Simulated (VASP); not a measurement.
# TaN (Fm-3m) in VASP: further runs, part 2 of 2

VASP 6.6.1. The steps go on from the part before.

### Step 5. Single point, r2SCAN+U, collinear spin, zero start

POSCAR reads:

```
TaN
1.0
    0.0000000000      2.1790013100      2.1790013100
    2.1790013100      0.0000000000      2.1790013100
    2.1790013100      2.1790013100      0.0000000000
Ta N
1 1
Direct
    0.5000000000      0.5000000000      0.5000000000
    0.0000000000      0.0000000000      0.0000000000
```

INCAR.step1 reads:

```
SYSTEM = TaN
ALGO = Normal ; EDIFF = 1E-4
ENCUT = 520 ; GGA = PE
ISMEAR = 0 ; ISPIN = 2
LASPH = .TRUE. ; LCHARG = .FALSE.
LDAU = .TRUE. ; LDAUJ = 0 0
LDAUL = 2 -1 ; LDAUTYPE = 2
LDAUU = 1 0 ; LMAXMIX = 4
LREAL = .FALSE. ; LWAVE = .TRUE.
MAGMOM = 0 0 ; NBANDS = 19
NELM = 150 ; PREC = Accurate
SIGMA = 0.05
```

INCAR.step2 reads:

```
SYSTEM = TaN
ALGO = Normal ; EDIFF = 1E-7
ENCUT = 520 ; ISIF = 2
ISMEAR = 0 ; ISPIN = 2
ISTART = 1 ; LASPH = .TRUE.
LCHARG = .FALSE. ; LDAU = .TRUE.
LDAUJ = 0 0 ; LDAUL = 2 -1
LDAUPRINT = 1 ; LDAUTYPE = 2
LDAUU = 1 0 ; LMAXMIX = 4
LMIXTAU = .TRUE. ; LORBIT = 11
LREAL = .FALSE. ; LWAVE = .FALSE.
MAGMOM = 0 0 ; METAGGA = R2SCAN
NBANDS = 19 ; NELM = 150
PREC = Accurate ; SIGMA = 0.05
```

KPOINTS reads:

```
k-points
0
G
  7 7 7
  0 0 0
```

Potentials or basis: VASP PAW PBE potentials, release 64 (Ta_pv, N).

Run with:

```console
cat potpaw_PBE.64/Ta_pv/POTCAR potpaw_PBE.64/N/POTCAR > POTCAR
cp INCAR.step1 INCAR
mpirun -np 1 vasp_std > vasp.out
cp INCAR.step2 INCAR
mpirun -np 1 vasp_std > vasp.out
```

OUTCAR:

```text
SYSTEM = TaN
   EDIFF = 1E-7
   ENCUT = 520
   ISIF = 2
   ISMEAR = 0
   ISPIN = 2
   ISTART = 1
   LASPH = .TRUE.
   LORBIT = 11
   LREAL = .FALSE.
   METAGGA = R2SCAN
   NELM = 150
   PREC = Accurate

 ion  position               nearest neighbor table
   1  0.500  0.500  0.500-   2 2.18   2 2.18   2 2.18   2 2.18   2 2.18   2 2.18
   2  0.000  0.000  0.000-   1 2.18   1 2.18   1 2.18   1 2.18   1 2.18   1 2.18

  LATTYP: Found a face centered cubic cell.
 ALAT       =     4.3580026200

  Lattice vectors:

 A1 = (   0.0000000000,   2.1790013100,   2.1790013100)
[... 1125 lines left out ...]
  external PRESSURE =     148.0582125 kB  Pullay stress =       0.0000000 kB

 VOLUME and BASIS-vectors are now :
 -----------------------------------------------------------------------------
  energy-cutoff  :      520.00
  volume of cell :       20.69
      direct lattice vectors                 reciprocal lattice vectors
     0.000000000  2.179001310  2.179001310    -0.229462918  0.229462918  0.229462918
     2.179001310  0.000000000  2.179001310     0.229462918 -0.229462918  0.229462918
     2.179001310  2.179001310  0.000000000     0.229462918  0.229462918 -0.229462918

 POSITION                                       TOTAL-FORCE (eV/Angst)
 -----------------------------------------------------------------------------------
      2.17900      2.17900      2.17900        -0.000000     -0.000000     -0.000000
      0.00000      0.00000      0.00000         0.000000      0.000000      0.000000
 -----------------------------------------------------------------------------------
    total drift:                                0.000000     -0.000000     -0.000000

  FREE ENERGIE OF THE ION-ELECTRON SYSTEM (eV)
  ---------------------------------------------------
  free  energy   TOTEN  =       -58.6860339433 eV

  energy  without entropy=      -58.6848072602  energy(sigma->0) =      -58.68542060

 total charge

# of ion       s       p       d       tot
------------------------------------------
    1        0.290   6.240   2.443   8.972
    2        1.243   2.600   0.000   3.842
--------------------------------------------------
tot          1.532   8.840   2.443  12.815

 magnetization (x)

# of ion       s       p       d       tot
------------------------------------------
    1        0.000   0.000   0.000   0.000
    2        0.000   0.000   0.000   0.000
--------------------------------------------------
tot          0.000   0.000   0.000   0.000
```

OUTCAR.step1:

```text
SYSTEM = TaN
   EDIFF = 1E-4
   ENCUT = 520
   GGA = PE
   ISMEAR = 0
   ISPIN = 2
[... 1120 lines left out ...]
      2.17900      2.17900      2.17900         0.000000      0.000000      0.000000
      0.00000      0.00000      0.00000        -0.000000     -0.000000     -0.000000
 -----------------------------------------------------------------------------------
    total drift:                                0.000000     -0.000000     -0.000000

  FREE ENERGIE OF THE ION-ELECTRON SYSTEM (eV)
  ---------------------------------------------------
  free  energy   TOTEN  =       -20.8694147284 eV

  energy  without entropy=      -20.8682146365  energy(sigma->0) =      -20.86881468
```

OSZICAR.step1:

```text
N       E                     dE             d eps       ncg     rms          rms(c)
DAV:   1     0.100529864340E+03    0.10053E+03   -0.82400E+03  1520   0.896E+02
DAV:   2    -0.211316359851E+02   -0.12166E+03   -0.11454E+03  1797   0.271E+02
DAV:   3    -0.240620313235E+02   -0.29304E+01   -0.29053E+01  1747   0.385E+01
DAV:   4    -0.240705567140E+02   -0.85254E-02   -0.85240E-02  1733   0.215E+00
DAV:   5    -0.240705745799E+02   -0.17866E-04   -0.17867E-04  1662   0.102E-01    0.260E+01
DAV:   6    -0.209573247470E+02    0.31132E+01   -0.40968E+00  1748   0.212E+01    0.106E+01
DAV:   7    -0.209051980716E+02    0.52127E-01   -0.41497E-01  1589   0.481E+00    0.723E+00
DAV:   8    -0.208747280800E+02    0.30470E-01   -0.91569E-02  1688   0.251E+00    0.175E+00
DAV:   9    -0.208694729506E+02    0.52551E-02   -0.10522E-02  1638   0.833E-01    0.425E-01
DAV:  10    -0.208694147284E+02    0.58222E-04   -0.52449E-04  1622   0.248E-01
   1 F= -.20869415E+02 E0= -.20868815E+02  d E =-.120009E-02  mag=     0.0000
```

Wall time 48 s (1 thread of Intel Xeon 6975P-C, shared host); peak memory 0.17 GiB.

Results:

* Free energy: -58.6860 eV
* Pressure: 14.8 GPa
* Band gap on the k mesh: zero (filled and empty bands overlap)
* Net moment: 0.00 μB per cell
* Valence electrons inside the program's atomic spheres: Ta 8.97; N 3.84

Eigenvalues of the final occupation matrices:
```csv
site,spin,trace,eigenvalues
site 1 d,1,1.25,0.22 0.22 0.27 0.27 0.27
site 1 d,2,1.25,0.22 0.22 0.27 0.27 0.27
```

Caveat: the PAW data sets were made with another functional, which shifts forces and pressure a little; spin-orbit coupling is left out, which moves the levels of the heavy elements.

### Step 6. Single point, r2SCAN+U, collinear spin, zero start

POSCAR is that of step 5.

INCAR.step1 reads:

```
  PREC = Accurate
  ENCUT = 660
  ISMEAR = 0
  SIGMA = 0.05
  LREAL = False
  LASPH = True
  NELM = 200
  ISPIN = 2
  MAGMOM = 0 0
  LMAXMIX = 4
  LDAU = True
  LDAUTYPE = 2
  LDAUL = 2 -1
  LDAUU = 1 0
  LDAUJ = 0 0
  NBANDS = 20
  GGA = PE
  ALGO = Normal
  EDIFF = 1E-5
  LWAVE = True
  LCHARG = False
  GGA_COMPAT = False
```

INCAR.step2 reads:

```
  PREC = Accurate
  ENCUT = 660
  EDIFF = 1E-6
  ISMEAR = 0
  SIGMA = 0.05
  LREAL = False
  LASPH = True
  NELM = 200
  ALGO = Normal
  ISIF = 2
  LWAVE = False
  LCHARG = False
  ISPIN = 2
  MAGMOM = 0 0
  LORBIT = 11
  LMAXMIX = 4
  LDAU = True
  LDAUTYPE = 2
  LDAUL = 2 -1
  LDAUU = 1 0
  LDAUJ = 0 0
  LDAUPRINT = 1
  METAGGA = R2SCAN
  LMIXTAU = True
  NBANDS = 20
  ISTART = 1
  GGA_COMPAT = False
```

KPOINTS reads:

```
regular mesh
0
Gamma
  7 7 7
```

Potentials or basis: VASP PAW PBE potentials, release 64 (Ta_sv_GW, N).

Run with:

```console
cat potpaw_PBE.64/Ta_sv_GW/POTCAR potpaw_PBE.64/N/POTCAR > POTCAR
cp INCAR.step1 INCAR
mpirun -np 1 vasp_std > vasp.out
cp INCAR.step2 INCAR
mpirun -np 1 vasp_std > vasp.out
```

It used 250 s of CPU time on 1 thread of AMD EPYC 7R13 Processor (Zen 3), on a shared host.

Results (log left out):

```
Free energy                                           : -61.3028 eV
Pressure                                              : 12.7 GPa
Band gap on the k mesh                                : zero (filled and empty bands overlap)
Net moment                                            : 0.00 μB per cell
Valence electrons inside the program's atomic spheres : Ta 11.23; N 3.83
```

Levels at points of the mesh, in eV from the Fermi level:
Spin up:
```
           k point  band 5  band 6  band 7  band 8  band 9  band 10  band 11  band 12  band 13  band 14
(0.00, 0.00, 0.00)  -20.29   -4.27   -4.27   -4.27   -2.23    -2.23    -2.23     0.23     0.23     1.88
```
Spin down:
| k point | band 7 | band 8 | band 9 | band 10 | band 11 | band 12 |
| --- | --- | --- | --- | --- | --- | --- |
| (0.00, 0.00, 0.00) | -4.27 | -4.27 | -2.23 | -2.23 | -2.23 | 0.23 |

Eigenvalues of the final occupation matrices:
```csv
site,spin,trace,eigenvalues
site 1 d,1,1.20,0.20 0.20 0.26 0.26 0.26
site 1 d,2,1.20,0.20 0.20 0.26 0.26 0.26
```

Caveat: the PAW data sets were made with another functional, which shifts forces and pressure a little; spin-orbit coupling is left out, which moves the levels of the heavy elements.

### Step 7. Overview

```csv
potentials or basis,spin,cutoff (eV),second run,gap on the mesh (eV),pressure (GPa),moment (μB)
"VASP PAW PBE potentials, release 64 (Ta_pv, N)","collinear, ferromagnetic start",520,-,none,14.8,0.00
"VASP PAW PBE potentials, release 64 (Ta_pv, N)","collinear, zero start",520,-,none,14.8,0.00
"VASP PAW PBE potentials, release 64 (Ta_sv_GW, N)","collinear, zero start",660,valence_matched,none,12.7,0.00
```

Alike in all rows: task single point; level r2SCAN+U; Ta d U = 1.0 eV; cell as given; k mesh 7 × 7 × 7; smearing gaussian 0.05 eV.

Caveats: the PAW data sets were made with another functional, which shifts forces and pressure a little; spin-orbit coupling is left out, which moves the levels of the heavy elements.

Total energies depend on the potentials used, so only differences within one code and one set of settings carry meaning.
